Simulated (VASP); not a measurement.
# Al3P2 (P-6m2) in VASP: further runs, part 2 of 2

VASP 6.6.1. Earlier steps stand in the parts before.

**3. Single point, PBE**

This run uses another cell than the first one, of 18.03 Å³/atom.

Input file INCAR:

```
SYSTEM = Al3P2
PREC = Accurate ; ENCUT = 520
EDIFF = 1E-6 ; ISMEAR = 0
SIGMA = 0.1 ; LREAL = .FALSE.
LASPH = .TRUE. ; NELM = 60
ALGO = Normal ; ISIF = 2
LWAVE = .FALSE. ; LCHARG = .FALSE.
GGA = PE ; NBANDS = 18
```

Input file KPOINTS:

```
regular mesh
0
G
  12 12 8
  0 0 0
```

Input file POSCAR:

```
Al3P2
1.0
    3.9935776384      0.0000000000      0.0000000000
   -1.9967888192      3.4585396868      0.0000000000
    0.0000000000      0.0000000000      6.5279867979
Al P
3 2
Direct
    0.0000000000      0.0000000000      0.7139429166
    0.0000000000      0.0000000000      0.2860570834
    0.6666666667      0.3333333333      0.0000000000
    0.6666666667      0.3333333333      0.5000000000
    0.3333333333      0.6666666667      0.0000000000
```

Potentials or basis: VASP PAW PBE potentials, release 64 (Al, P).

Launch:

```
cat potpaw_PBE.64/Al/POTCAR potpaw_PBE.64/P/POTCAR > POTCAR
mpirun -np 1 vasp_std > vasp.out
```

OUTCAR:

```text
SYSTEM = Al3P2
   PREC = Accurate
   ENCUT = 520
   EDIFF = 1E-6
   ISMEAR = 0
   LREAL = .FALSE.
   LASPH = .TRUE.
   NELM = 60
   ISIF = 2
   GGA = PE

 ion  position               nearest neighbor table
   1  0.000  0.000  0.714-   4 2.70   4 2.70   4 2.70   2 2.79   5 2.97   3 2.97   3 2.97   5 2.97
                             3 2.97   5 2.97
   2  0.000  0.000  0.286-   4 2.70   4 2.70   4 2.70   1 2.79   5 2.97   3 2.97   3 2.97   5 2.97
                             3 2.97   5 2.97
   3  0.667  0.333  0.000-   5 2.31   5 2.31   5 2.31   1 2.97   2 2.97   1 2.97   2 2.97   1 2.97
                             2 2.97
   4  0.667  0.333  0.500-   1 2.70   2 2.70   1 2.70   2 2.70   1 2.70   2 2.70
   5  0.333  0.667  0.000-   3 2.31   3 2.31   3 2.31   1 2.97   2 2.97   2 2.97   1 2.97   2 2.97
                             1 2.97

  LATTYP: Found a hexagonal cell.
 ALAT       =     3.9935776384
 C/A-ratio  =     1.6346212316

  Lattice vectors:

 A1 = (   3.9935776384,   0.0000000000,   0.0000000000)
 A2 = (  -1.9967888192,   3.4585396868,   0.0000000000)
 A3 = (   0.0000000000,   0.0000000000,   6.5279867979)

Analysis of symmetry for initial positions (statically):
[... 185 lines left out ...]
 Fermi energy:         7.2461257837

 k-point     1 :       0.0000    0.0000    0.0000
  band No.  band energies     occupation
      1      -6.0910      2.00000
      2      -4.1443      2.00000
      3      -0.3023      2.00000
      4       4.1189      2.00000
      5       4.1189      2.00000
      6       5.3535      2.00000
[... 481 lines left out ...]
      5       1.7053      2.00000
      6       2.9260      2.00000
[... 10 lines left out ...]
     17      12.8849      0.00000
     18      13.7842      0.00000

 [... further k-points ...]

------------------------ aborting loop because EDIFF is reached ----------------------------------------

  FORCE on cell =-STRESS in cart. coord.  units (eV):
  Direction    XX          YY          ZZ          XY          YZ          ZX
  --------------------------------------------------------------------------------------
  -------------------------------------------------------------------------------------
  Total       -0.0537438     -0.0537438     -0.0216198      0.0000000      0.0000000      0.0000000
  in kB       -0.9550033     -0.9550033     -0.3841735      0.0000000      0.0000000      0.0000000
  external PRESSURE =      -0.7647267 kB  Pullay stress =       0.0000000 kB

 VOLUME and BASIS-vectors are now :
 -----------------------------------------------------------------------------
  energy-cutoff  :      520.00
  volume of cell :       90.16
      direct lattice vectors                 reciprocal lattice vectors
     3.993577638  0.000000000  0.000000000     0.250402043  0.144569687  0.000000000
    -1.996788819  3.458539687  0.000000000     0.000000000  0.289139374  0.000000000
     0.000000000  0.000000000  6.527986798     0.000000000  0.000000000  0.153186584

 POSITION                                       TOTAL-FORCE (eV/Angst)
 -----------------------------------------------------------------------------------
      0.00000      0.00000      4.66061        -0.000000     -0.000000     -0.005627
      0.00000      0.00000      1.86738        -0.000000      0.000000      0.005627
      1.99679      1.15285      0.00000         0.000000      0.000000      0.000000
      1.99679      1.15285      3.26399        -0.000000      0.000000      0.000000
     -0.00000      2.30569      0.00000         0.000000      0.000000      0.000000
 -----------------------------------------------------------------------------------
    total drift:                                0.000000     -0.000000      0.000000

  FREE ENERGIE OF THE ION-ELECTRON SYSTEM (eV)
  ---------------------------------------------------
  free  energy   TOTEN  =       -21.7669018795 eV

  energy  without entropy=      -21.7561183328  energy(sigma->0) =      -21.76151011
```

OSZICAR:

```text
N       E                     dE             d eps       ncg     rms          rms(c)
DAV:   1     0.380478577343E+02    0.38048E+02   -0.69577E+03  3420   0.842E+02
DAV:   2    -0.191728318856E+02   -0.57221E+02   -0.54516E+02  4414   0.130E+02
DAV:   3    -0.221963996955E+02   -0.30236E+01   -0.29924E+01  4584   0.281E+01
DAV:   4    -0.222315277756E+02   -0.35128E-01   -0.35105E-01  4454   0.363E+00
DAV:   5    -0.222321855368E+02   -0.65776E-03   -0.65768E-03  4408   0.496E-01    0.638E+00
DAV:   6    -0.218117114785E+02    0.42047E+00   -0.66341E-01  4140   0.371E+00    0.367E+00
DAV:   7    -0.217735712863E+02    0.38140E-01   -0.32621E-01  4272   0.244E+00    0.139E+00
DAV:   8    -0.217668469148E+02    0.67244E-02   -0.25858E-02  3946   0.833E-01    0.344E-01
DAV:   9    -0.217668329039E+02    0.14011E-04   -0.46355E-03  4134   0.376E-01    0.126E-01
DAV:  10    -0.217668566223E+02   -0.23718E-04   -0.47964E-04  3860   0.109E-01    0.718E-02
DAV:  11    -0.217668966631E+02   -0.40041E-04   -0.72946E-05  4206   0.471E-02    0.192E-02
DAV:  12    -0.217669011098E+02   -0.44468E-05   -0.13326E-05  4228   0.175E-02    0.649E-03
DAV:  13    -0.217669018795E+02   -0.76968E-06   -0.25749E-06  3808   0.909E-03
   1 F= -.21766902E+02 E0= -.21761510E+02  d E =-.107835E-01
```

Wall time 62 s (1 thread of AMD EPYC 9R45 (Zen 5), shared host); peak memory 0.25 GiB.

What came out:

```
Free energy            : -21.7669 eV
Pressure               : -0.1 GPa
Largest force          : 0.006 eV/Å
Band gap on the k mesh : zero (an odd number of electrons rules out a gap without spin polarisation)
```

Forces in eV/Å, atoms in the order of the input:
```
Al   0.000  0.000 -0.006
Al   0.000  0.000  0.006
Al   0.000  0.000  0.000
P    0.000  0.000  0.000
P    0.000  0.000  0.000
```

**4. Single point, PBE**

This run uses another cell than the first one, of 18.25 Å³/atom.

Input file INCAR:

```
SYSTEM = Al3P2
ALGO     = Normal         ! electronic algorithm
EDIFF    = 1E-7           ! SCF threshold, eV
ENCUT    = 520            ! plane-wave cutoff, eV
GGA      = PE             ! functional
ISIF     = 2              ! what is computed and relaxed
ISMEAR   = 0              ! smearing method
LASPH    = .TRUE.         ! aspherical terms in the spheres
LCHARG   = .FALSE.        ! write CHGCAR
LREAL    = .FALSE.        ! projectors in reciprocal space
LWAVE    = .FALSE.        ! write WAVECAR
NBANDS   = 18             ! bands
NELM     = 80             ! most SCF steps
PREC     = Accurate       ! precision mode
SIGMA    = 0.1            ! smearing width, eV
```

Input file KPOINTS:

```
k-points
0
G
  12 12 6
  0 0 0
```

Input file POSCAR:

```
Al3P2
1.0
    3.9676817783      0.0000000000      0.0000000000
   -1.9838408891      3.4361132141      0.0000000000
    0.0000000000      0.0000000000      6.6938441376
Al P
3 2
Direct
    0.0000000000      0.0000000000      0.7093913248
    0.0000000000      0.0000000000      0.2906086752
    0.6666666667      0.3333333333      0.0000000000
    0.6666666667      0.3333333333      0.5000000000
    0.3333333333      0.6666666667      0.0000000000
```

Potentials or basis: VASP PAW PBE potentials, release 64 (Al, P).

Launch:

```
cat potpaw_PBE.64/Al/POTCAR potpaw_PBE.64/P/POTCAR > POTCAR
mpirun -np 1 vasp_std > vasp.out
```

OUTCAR:

```text
SYSTEM = Al3P2
   EDIFF = 1E-7
   ENCUT = 520
   GGA = PE
   ISIF = 2
   ISMEAR = 0
   LASPH = .TRUE.
   LREAL = .FALSE.
   NELM = 80
   PREC = Accurate

 ion  position               nearest neighbor table
   1  0.000  0.000  0.709-   4 2.69   4 2.69   4 2.69   2 2.80   5 3.01   3 3.01   3 3.01   5 3.01
                             3 3.01   5 3.01
   2  0.000  0.000  0.291-   4 2.69   4 2.69   4 2.69   1 2.80   5 3.01   3 3.01   3 3.01   5 3.01
                             3 3.01   5 3.01
   3  0.667  0.333  0.000-   5 2.29   5 2.29   5 2.29   1 3.01   2 3.01   1 3.01   2 3.01   1 3.01
                             2 3.01
   4  0.667  0.333  0.500-   1 2.69   2 2.69   1 2.69   2 2.69   1 2.69   2 2.69
   5  0.333  0.667  0.000-   3 2.29   3 2.29   3 2.29   1 3.01   2 3.01   2 3.01   1 3.01   2 3.01
                             1 3.01

  LATTYP: Found a hexagonal cell.
 ALAT       =     3.9676817783
 C/A-ratio  =     1.6870919876

  Lattice vectors:

 A1 = (   3.9676817783,   0.0000000000,   0.0000000000)
 A2 = (  -1.9838408891,   3.4361132141,   0.0000000000)
 A3 = (   0.0000000000,   0.0000000000,   6.6938441376)

Analysis of symmetry for initial positions (statically):
[... 185 lines left out ...]
 Fermi energy:         7.1481132830

 k-point     1 :       0.0000    0.0000    0.0000
  band No.  band energies     occupation
      1      -6.1645      2.00000
      2      -4.3636      2.00000
      3      -0.4237      2.00000
      4       4.0666      2.00000
      5       4.0666      2.00000
      6       5.3193      2.00000
[... 481 lines left out ...]
      5       1.6084      2.00000
      6       2.9248      2.00000
[... 10 lines left out ...]
     17      12.6345      0.00000
     18      13.6227      0.00000

 [... further k-points ...]

------------------------ aborting loop because EDIFF is reached ----------------------------------------

  FORCE on cell =-STRESS in cart. coord.  units (eV):
  Direction    XX          YY          ZZ          XY          YZ          ZX
  --------------------------------------------------------------------------------------
  -------------------------------------------------------------------------------------
  Total       -0.0477630     -0.0477630     -0.0248363     -0.0000000     -0.0000000      0.0000000
  in kB       -0.8385376     -0.8385376     -0.4360320     -0.0000000     -0.0000000      0.0000000
  external PRESSURE =      -0.7043691 kB  Pullay stress =       0.0000000 kB

 VOLUME and BASIS-vectors are now :
 -----------------------------------------------------------------------------
  energy-cutoff  :      520.00
  volume of cell :       91.26
      direct lattice vectors                 reciprocal lattice vectors
     3.967681778  0.000000000  0.000000000     0.252036342  0.145513250  0.000000000
    -1.983840889  3.436113214  0.000000000     0.000000000  0.291026499  0.000000000
     0.000000000  0.000000000  6.693844138     0.000000000  0.000000000  0.149390990

 POSITION                                       TOTAL-FORCE (eV/Angst)
 -----------------------------------------------------------------------------------
      0.00000      0.00000      4.74855        -0.000000      0.000000     -0.005556
      0.00000      0.00000      1.94529        -0.000000      0.000000      0.005556
      1.98384      1.14537      0.00000        -0.000000     -0.000000      0.000000
      1.98384      1.14537      3.34692         0.000000     -0.000000      0.000000
     -0.00000      2.29074      0.00000         0.000000     -0.000000      0.000000
 -----------------------------------------------------------------------------------
    total drift:                                0.000000     -0.000000      0.000000

  FREE ENERGIE OF THE ION-ELECTRON SYSTEM (eV)
  ---------------------------------------------------
  free  energy   TOTEN  =       -21.7643387308 eV

  energy  without entropy=      -21.7533671145  energy(sigma->0) =      -21.75885292
```

Wall time 57 s (1 thread of AMD EPYC 9R45 (Zen 5), shared host); peak memory 0.23 GiB.

What came out:

| Item | Value |
| --- | --- |
| Free energy | -21.7643 eV |
| Pressure | -0.1 GPa |
| Largest force | 0.006 eV/Å |
| Band gap on the k mesh | zero (an odd number of electrons rules out a gap without spin polarisation) |

Forces on the atoms (eV/Å):
```
Al   0.000  0.000 -0.006
Al   0.000  0.000  0.006
Al   0.000  0.000  0.000
P    0.000  0.000  0.000
P    0.000  0.000  0.000
```

**5. Summary**

```csv
cell,k mesh,gap on the mesh (eV),pressure (GPa),largest force (eV/Å)
"a = 4.254, b = 4.254, c = 5.224 Å, angles 90.0, 90.0, 120.0°, 5 atoms, atomic positions A",6 × 6 × 4,none,3.2,0.35
"a = 3.994, b = 3.994, c = 6.528 Å, angles 90.0, 90.0, 120.0°, 5 atoms, atomic positions B",12 × 12 × 8,none,-0.1,0.01
"a = 3.968, b = 3.968, c = 6.694 Å, angles 90.0, 90.0, 120.0°, 5 atoms, atomic positions C",12 × 12 × 6,none,-0.1,0.01
```

Alike in all rows: task single point; level PBE; potentials or basis VASP PAW PBE potentials, release 64 (Al, P); no spin polarisation; cutoff (eV) 520; smearing gaussian 0.1 eV.

Caveats: the stress differs along the axes, from 1 to 7 GPa (at least some runs).

Total energies depend on the potentials used, so only differences within one code and one set of settings carry meaning.
